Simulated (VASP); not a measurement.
## Co: single point with PBE

The system is Co.

```
Co
1.0
     2.47056    0.00000    0.00000
    -1.23528    2.13957    0.00000
     0.00000    0.00000    8.08823
Co
4
Direct
  0.66667 0.33333 0.75000
  0.00000 0.00000 0.50000
  0.33333 0.66667 0.25000
  0.00000 0.00000 0.00000
```

```yaml
Program: VASP 6.6.1
Task: single point
Functional: PBE
Potentials_or_basis: VASP PAW PBE potentials, release 64 (Co)
Cutoff: 520 eV
k_mesh: 12 × 12 × 4
Occupations: fermi-dirac, width 0.05 eV
Spin: collinear spin, antiferromagnetic start
Starting_moments: "[2.0, -2.0, 2.0, -2.0] μB"
```

| Item | Value |
| --- | --- |
| Pressure | -5.2 GPa |
| Net moment | 0.34 μB per cell |
| Site moments | Co +0.86, -0.69 μB |
| Valence electrons inside the program's atomic spheres | Co 8.30 |

Stress tensor (GPa, compression positive):
```
-5.12  0.00  0.00
 0.00 -5.12  0.00
 0.00  0.00 -5.23
```

Levels at points of the mesh, in eV from the Fermi level:
Spin up:
| k point | band 16 | band 17 | band 18 | band 19 | band 20 | band 21 |
| --- | --- | --- | --- | --- | --- | --- |
| (0.00, 0.00, 0.00) | -0.97 | -0.97 | -0.70 | -0.70 | -0.19 | 0.08 |
| (0.50, 0.00, 0.00) | 0.25 | 0.35 | 0.36 | 0.43 | 0.78 | 0.78 |
| (0.00, 0.00, 0.50) | -1.58 | -0.74 | -0.74 | -0.74 | -0.74 | 0.14 |
| (0.50, 0.00, 0.50) | -0.18 | 0.03 | 0.03 | 0.78 | 0.78 | 1.81 |
Spin down:
```tsv
k point	band 14	band 15	band 16	band 17	band 18	band 19	band 20	band 21	band 22	band 23
(0.00, 0.00, 0.00)	-1.16	-1.16	-1.11	-1.11	-0.41	-0.41	-0.20	-0.03	-0.03	0.41
(0.50, 0.00, 0.00)	-0.06	-0.04	0.22	0.45	0.56	0.62	0.88	0.90	1.61	2.89
(0.00, 0.00, 0.50)	-1.48	-1.48	-1.48	-0.69	-0.69	-0.69	-0.69	0.23	0.23	0.23
(0.50, 0.00, 0.50)	-0.68	-0.09	-0.09	0.11	0.11	0.89	0.89	1.79	1.79	3.32
```

It took 3.4 min on 1 thread of Intel Xeon 6975P-C, on a shared host, peak memory 0.23 GiB.
